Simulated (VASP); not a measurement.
Runs of VASP 6.6.1 on MnO2. The structure is tetragonal, space group P4_2/mnm (No. 136). The conventional cell has a = 4.400 Å, b = 4.400 Å, c = 2.870 Å, α = 90.00°, β = 90.00°, γ = 90.00°. Within 2.5 Å of Mn (site symmetry mmm) lie 6 O at 1.89 Å. Within 2.5 Å of O (site symmetry m2m) lie 3 Mn at 1.89 Å and 1 O at 2.45 Å. 

```tsv
spin	fixed moment (μB)	pressure (GPa)	moment (μB)	largest force (eV/Å)
collinear, ferromagnetic start	-	15.8	(a)	0.19
collinear, zero start	0.0	(b)	0.00	0.34
collinear, ferromagnetic start	8.0	34.4	8.00	0.46
collinear, ferromagnetic start	4.0	13.6	4.00	0.22
```

Alike in all rows: task single point; level PBE+U; potentials or basis VASP PAW PBE potentials, release 64 (Mn_pv, O); Mn d U = 5.9 eV; cell as given; k mesh 5 × 5 × 8; cutoff (eV) 520; smearing gaussian 0.05 eV.

Question: Fill in the values left out.

Answer: (a) 6.06; (b) 5.3.

Caveats: the run started ferromagnetic, and an antiferromagnetic order may lie lower in energy (at least some runs); the cell stands under pressure (at least some runs); the total moment is fixed, so each spin has its own Fermi level and the state may be an excited one (at least some runs); the stress differs along the axes, from 14 to 20 GPa (at least some runs); the total moment is fixed, so each spin has its own Fermi level (at least some runs); the stress differs along the axes, from 31 to 41 GPa (at least some runs).
